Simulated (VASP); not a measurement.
# GaP (I-4m2) in VASP: G0W0 quasiparticle levels with PBEsol

Aim: the G0W0 quasiparticle levels of GaP with PBEsol.

All numbers are computed with VASP 6.6.1; they aren't measurements. Logs are shortened: lines on timing, memory, paths and dates and some standing lists are left out, and cuts for length are marked.

**1. The cell of the first run**

It takes space group I-4m2 (No. 119, tetragonal). Conventional cell: a = 3.884 Å, b = 3.884 Å, c = 5.390 Å, α = 90.00°, β = 90.00°, γ = 90.00°. Within 3.1 Å of Ga (site symmetry -4m2) lie 4 P at 2.36 Å. P (site symmetry -4m2) has 4 Ga at 2.36 Å within 3.1 Å.

**2. G0W0 quasiparticle levels, PBEsol**

POSCAR reads:

```
GaP
1.0
    0.0000000000      2.7464170969      2.6947931894
    2.7464170969      0.0000000000      2.6947931894
    2.7464170969      2.7464170969      0.0000000000
Ga P
1 1
Direct
    0.0000000000      0.0000000000      0.0000000000
    0.2500000000      0.2500000000      0.2500000000
```

INCAR.step1 reads:

```
SYSTEM = GaP
ALGO     = Normal         ! electronic algorithm
EDIFF    = 1E-8           ! SCF threshold, eV
ENCUT    = 500            ! plane-wave cutoff, eV
GGA      = PS             ! functional
ISMEAR   = 0              ! smearing method
LASPH    = .True.         ! aspherical terms in the spheres
LCHARG   = .False.        ! write CHGCAR
LREAL    = .False.        ! projectors in reciprocal space
LWAVE    = .True.         ! write WAVECAR
NELM     = 80             ! most SCF steps
PREC     = Accurate       ! precision mode
SIGMA    = 0.01           ! smearing width, eV
```

INCAR.step2 reads:

```
SYSTEM = GaP
ALGO     = Exact          ! electronic algorithm
EDIFF    = 1E-8           ! SCF threshold, eV
ENCUT    = 500            ! plane-wave cutoff, eV
GGA      = PS             ! functional
ISMEAR   = 0              ! smearing method
ISTART   = 1            
LASPH    = .True.         ! aspherical terms in the spheres
LCHARG   = .False.        ! write CHGCAR
LOPTICS  = .True.         ! frequency-dependent dielectric function
LREAL    = .False.        ! projectors in reciprocal space
LWAVE    = .True.         ! write WAVECAR
NBANDS   = 231            ! bands
NELM     = 1              ! most SCF steps
PREC     = Accurate       ! precision mode
SIGMA    = 0.01           ! smearing width, eV
```

INCAR.step3 reads:

```
SYSTEM = GaP
ALGO     = EVGW0          ! electronic algorithm
EDIFF    = 1E-8           ! SCF threshold, eV
ENCUT    = 500            ! plane-wave cutoff, eV
ENCUTGW  = 180.0          ! cutoff of the response function
GGA      = PS             ! functional
ISMEAR   = 0              ! smearing method
ISTART   = 1            
LASPH    = .True.         ! aspherical terms in the spheres
LCHARG   = .False.        ! write CHGCAR
LREAL    = .False.        ! projectors in reciprocal space
LWAVE    = .False.        ! write WAVECAR
NBANDS   = 231            ! bands
NBANDSGW = 17           
NELMGW   = 1            
NOMEGA   = 96             ! frequency points
OMEGAMAX = 20           
PREC     = Accurate       ! precision mode
PRECFOCK = Fast         
SIGMA    = 0.01           ! smearing width, eV
```

KPOINTS reads:

```
k-points
0
Gamma
  4 4 4
  0 0 0
```

Potentials or basis: VASP PAW PBE potentials, release 64 (Ga_d_GW, P_GW).

The run is started by

```console
$ cat potpaw_PBE.64/Ga_d_GW/POTCAR potpaw_PBE.64/P_GW/POTCAR > POTCAR
$ cp INCAR.step1 INCAR
$ mpirun -np 1 vasp_std > vasp.out
$ cp INCAR.step2 INCAR
$ mpirun -np 1 vasp_std > vasp.out
$ cp INCAR.step3 INCAR
$ mpirun -np 1 vasp_std > vasp.out
```

OUTCAR:

```text
SYSTEM = GaP
   EDIFF = 1E-8
   ENCUT = 500
   ENCUTGW = 180.0
   GGA = PS
   ISMEAR = 0
   ISTART = 1
   LASPH = .True.
   LREAL = .False.
   NELMGW = 1
   PREC = Accurate
   PRECFOCK = Fast

 ion  position               nearest neighbor table
   1  0.000  0.000  0.000-   2 2.36   2 2.36   2 2.36   2 2.36
   2  0.250  0.250  0.250-   1 2.36   1 2.36   1 2.36   1 2.36

  LATTYP: Found a body centered tetragonal cell.
 ALAT       =     3.8840203064
 C/A-ratio  =     1.3876308448

  Lattice vectors:

 A1 = (   0.0000000000,  -2.7464170969,  -2.6947931894)
 A2 = (   0.0000000000,   2.7464170969,  -2.6947931894)
 A3 = (   2.7464170969,   0.0000000000,   2.6947931894)

Analysis of symmetry for initial positions (statically):
=====================================================================
 Subroutine PRICEL returns:
 Original cell was already a primitive cell.

 Routine SETGRP: Setting up the symmetry group for a
 body centered tetragonal supercell.

 Subroutine GETGRP returns: Found  8 space group operations
 (whereof  8 operations were pure point group operations)
 out of a pool of 16 trial point group operations.

The static configuration has the point symmetry D_2d.

Analysis of symmetry for dynamics (positions and initial velocities):
=====================================================================
 Subroutine PRICEL returns:
 Original cell was already a primitive cell.

 Routine SETGRP: Setting up the symmetry group for a
 body centered tetragonal supercell.

 Subroutine GETGRP returns: Found  8 space group operations
 (whereof  8 operations were pure point group operations)
 out of a pool of 16 trial point group operations.

The dynamic configuration has the point symmetry D_2d.

 Subroutine INISYM returns: Found  8 space group operations
 (whereof  8 operations are pure point group operations),
 and found     1 'primitive' translations

----------------------------------------------------------------------------------------

                                     Primitive cell

  volume of cell :      40.6526

[... 49 lines left out ...]
  0.500000  0.250000  0.000000      8.000000
 -0.250000  0.250000  0.000000      4.000000
  0.500000  0.500000  0.000000      1.000000
  0.250000  0.000000  0.250000      4.000000
  0.500000 -0.000000  0.250000     16.000000
 -0.250000  0.000000  0.250000      8.000000
 -0.250000  0.500000  0.250000      4.000000
  0.500000  0.000000  0.500000      2.000000
 -0.250000  0.250000  0.500000      2.000000
   k-points           NKPTS =     13   k-points in BZ     NKDIM =     64   number of bands    NBANDS=    231
   number of dos      NEDOS =    301   number of ions     NIONS =      2
   total plane-waves  NPLWV =  21952
   dimension x,y,z NGX =    28 NGY =   28 NGZ =   28
   dimension x,y,z NGXF=    56 NGYF=   56 NGZF=   56
   ions per type =               1   1
   NGX,Y,Z   is equivalent  to a cutoff of  12.10, 12.10, 11.98 a.u.
   NGXF,Y,Z  is equivalent  to a cutoff of  24.20, 24.20, 23.97 a.u.
 SYSTEM =  GaP
   PREC   = accura    normal or accurate (medium, high low for compatibility)
   ISTART =      1    job   : 0-new  1-cont  2-samecut
   ICHARG =      0    charge: 1-file 2-atom 10-const
   ISPIN  =      1    spin polarized calculation?
   LNONCOLLINEAR =      F non collinear calculations
   LSORBIT =      F    spin-orbit coupling
   LASPH  =      T    aspherical Exc in radial PAW
   ENCUT  =  500.0 eV  36.75 Ry    6.06 a.u.   7.02  7.02  7.08*2*pi/ulx,y,z
   NELM   =     60;   NELMIN=  2; NELMDL=  0     # of ELM steps
   EDIFF  = 0.1E-07   stopping-criterion for ELM
   LREAL  =      F    real-space projection
   EDIFFG = 0.1E-06   stopping-criterion for IOM
   NSW    =      0    number of steps for IOM
   IBRION =     -1    ionic relax: 0-MD 1-quasi-New 2-CG
   NFREE  =      0    steps in history (QN), initial steepest desc. (CG)
   ISIF   =      0    stress and relaxation
   ISYM   =      3    0-nonsym 1-usesym 2-fastsym
   POTIM  = 0.5000    time-step for ionic-motion
   TEBEG  =    0.0;   TEEND  =   0.0 temperature during run
   PSTRESS=    0.0 pullay stress
   NELECT =      18.0000    total number of electrons
   NUPDOWN=      -1.0000    fix difference up-down
   EMIN   =  10.00;   EMAX   =-10.00  energy-range for DOS
   EFERMI =   0.00;   METHOD = LEGACY
   ISMEAR =     0;   SIGMA  =   0.01  broadening in eV -4-tet -1-fermi 0-gaus
   EFERMI_NEDOS =   21; number of points for ismear=-14 and -15
   IALGO  =     38    algorithm
   IMIX   =      4    mixing-type and parameters
     AMIX     =   0.40;   BMIX     =  1.00
     AMIX_MAG =   1.60;   BMIX_MAG =  1.00
  volume/ion in A,a.u.               =      20.33       137.17
  Fermi-wavevector in a.u.,A,eV,Ry     =   1.247775  2.357952 21.183479  1.556942
  Thomas-Fermi vector in A             =   2.381892
   LORBIT       =      0    0 simple, 1 ext, 2 COOP (PROOUT), +10 PAW based schemes
   GGA     = PS    functional components
   LHFCALC =     T    Hartree Fock is set to
   PRECFOCK=fast      Normal, Fast or Accurate (Low or Medium for compatibility)
   ENCUT4O =  -1.0   cutoff for four orbital integrals eV
   NKREDX  =     1    reduce k-point grid by
   NKREDY  =     1    reduce k-point grid by
   NKREDZ  =     1    reduce k-point grid by
   AEXX    =    1.0000 exact exchange contribution
   HFSCREEN=    0.0000 screening length (either q_TF or 0.3 A-1)
   HFSCREENC=   0.0000 screening length for correlation (either q_TF or 0.3 A-1)
   ENCUTFOCK=  -1.0 apply spherical cutoff to Coloumb kernel
   IVDW    =     0    specifies the selected vdW correction
   LEPSILON=     F    determine dielectric tensor
   LRPA    =     F    only Hartree local field effects (RPA)
   LRPAFORCE           =     F    calculate RPA forces
   ENCUTGW             = 180.0    cutoff for response function in eV
   ENCUTGWSOFT         = 144.0    soft cutoff for Coulomb kernel in GW response function in eV
   ENCUTLF             =  -1.0    cutoff for local field effects
   NELMGW              =     1    number of iterations in solving QP/BSE equation
   NELMHF              =     1    number of iterations in the inner HF iteration
   NKREDLFX            =     1    NKREDLFY  =   1   NKREDLFZ  =   1
 non-spin polarized calculation
 Gauss-broadening in eV      SIGMA  =   0.01
  energy-cutoff  :      500.00
  volume of cell :       40.65
 maximum number of plane-waves:      1044
  NGX = 16; NGY = 16; NGZ = 16
   NGX = 13   NGY = 13   NGZ = 15
 maximum number of plane-waves:       233

 QP shifts <psi_nk| G(iteration)W_0 |psi_nk>: iteration 1
 for sc-GW calculations column KS-energies equals QP-energies in previous step
 and V_xc(KS)=  KS-energies - (<T + V_ion + V_H > + <T+V_H+V_ion>^1  + <V_x>^1)

 k-point   1 :       0.0000    0.0000    0.0000
  band No.  KS-energies  QP-energies   sigma(KS)   V_xc(KS)     V^pw_x(r,r')   Z            occupation Imag(sigma)

      1     -10.3084     -12.5288     -24.9040     -21.6475     -34.9729       0.6818       2.0000       0.1715
      2     -10.3084     -12.5288     -24.9040     -21.6475     -34.9729       0.6818       2.0000       0.1715
      3     -10.3033     -12.5255     -24.9084     -21.6524     -34.9822       0.6825       2.0000       0.1726
      4     -10.2105     -12.4701     -25.0677     -21.7726     -35.1136       0.6858       2.0000       0.1396
      5     -10.2077     -12.4633     -25.0600     -21.7675     -35.1073       0.6851       2.0000       0.1391
      6      -8.2219      -8.7276     -12.1790     -11.3936     -18.6152       0.6439       2.0000       0.9608
[... 248 lines left out ...]
      3     -10.2478     -12.4884     -25.0079     -21.7417     -35.0935       0.6860       2.0000       0.1646
      4     -10.2213     -12.4722     -25.0244     -21.7407     -35.0740       0.6855       2.0000       0.1423
      5     -10.2034     -12.4624     -25.0701     -21.7812     -35.1261       0.6868       2.0000       0.1381
      6      -5.1566      -5.7387     -13.6466     -12.8073     -19.2520       0.6936       2.0000       0.6413
[... 9 lines left out ...]
     16      17.6329      17.8713     -10.9060     -11.2276      -4.0496       0.7413       0.0000      -0.6229
     17      17.8144      17.8937     -10.2179     -10.3240      -3.7129       0.7477       0.0000      -0.6269
```

OUTCAR.step1:

```text
SYSTEM = GaP
   EDIFF = 1E-8
   ENCUT = 500
   GGA = PS
   ISMEAR = 0
   LASPH = .True.
   LREAL = .False.
[... 415 lines left out ...]
      0.00000      0.00000      0.00000         0.000000      0.000000      0.000000
      1.37321      1.37321      1.34740        -0.000000     -0.000000     -0.000000
 -----------------------------------------------------------------------------------
    total drift:                                0.000007      0.000007      0.000008

  FREE ENERGIE OF THE ION-ELECTRON SYSTEM (eV)
  ---------------------------------------------------
  free  energy   TOTEN  =        -9.7598780847 eV

  energy  without entropy=       -9.7598780847  energy(sigma->0) =       -9.75987808
```

OUTCAR.step2:

```text
SYSTEM = GaP
   EDIFF = 1E-8
   ENCUT = 500
   GGA = PS
[... 855 lines left out ...]
  --------------------------------------------------------------------------------------------------------------
     0.00000    21.43830    21.43830    21.85154     0.00000    -0.00000     0.00000
     2.22787    33.83888    33.83888    32.20770     0.00000    -0.00000     0.00000
     4.45574   -20.52662   -20.52662   -19.68324    -0.00000     0.00000     0.00000
     6.68361    -5.96713    -5.96713    -6.07050     0.00000    -0.00000    -0.00000
     8.91148    -1.25698    -1.25698    -0.81860     0.00000     0.00000     0.00000
    11.13935    -2.00703    -2.00703    -2.18626     0.00000    -0.00000    -0.00000
[... 92 lines left out ...]
   218.33133     0.98779     0.98779     0.98781    -0.00000     0.00000    -0.00000
   220.55920     0.98808     0.98808     0.98810    -0.00000     0.00000    -0.00000
```

Run time: 8.5 min. Hardware: 1 thread of Intel Xeon Platinum 8259CL at 2.50GHz (Skylake/Cascade Lake), shared host; peak memory 0.61 GiB.

Results:

| Item | Value |
| --- | --- |
| Quasiparticle gap | 1.98 eV |
| Least direct quasiparticle gap | 2.55 eV |
| Band gap of the starting levels on the mesh | 1.34 eV |
| Least direct gap of the starting levels on the mesh | 1.63 eV |

Caveat: the k points lie up to 0.50 Å⁻¹ apart; bands, screening cutoff and mesh are small and nothing is extrapolated, so the quasiparticle values aren't converged.
